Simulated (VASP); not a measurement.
Here is a VASP 6.6.1 calculation.

INCAR

```
PREC = Accurate
ENCUT = 600
EDIFF = 1E-6
ISMEAR = -1
SIGMA = 0.05
LREAL = False
LASPH = True
NELM = 80
ALGO = Normal
ISIF = 3
LWAVE = False
LCHARG = False
GGA = PE
IBRION = 2
NSW = 32
EDIFFG = -0.005
```

File KPOINTS:

```
Automatic mesh
0
Gamma
  15 15 11
```

The input POSCAR:

```
CuAu
1.0
    2.9092952427      0.0000000000      0.0000000000
    0.0000000000      2.9092952427      0.0000000000
    0.0000000000      0.0000000000      3.5425161056
Cu Au
1 1
Direct
    0.5000000000      0.5000000000      0.5000000000
    0.0000000000      0.0000000000      0.0000000000
```

Potentials or basis: VASP PAW PBE potentials, release 64 (Cu, Au).

Launch:

```sh
$ cat potpaw_PBE.64/Cu/POTCAR potpaw_PBE.64/Au/POTCAR > POTCAR
$ mpirun -np 1 vasp_std > vasp.out
```

(1) What does it give for the band gap on the k mesh?

## Answers

(1) zero (bands 11 and 12 overlap by 6.21 eV).

Caveat: spin-orbit coupling is left out, which moves the levels of the heavy elements.
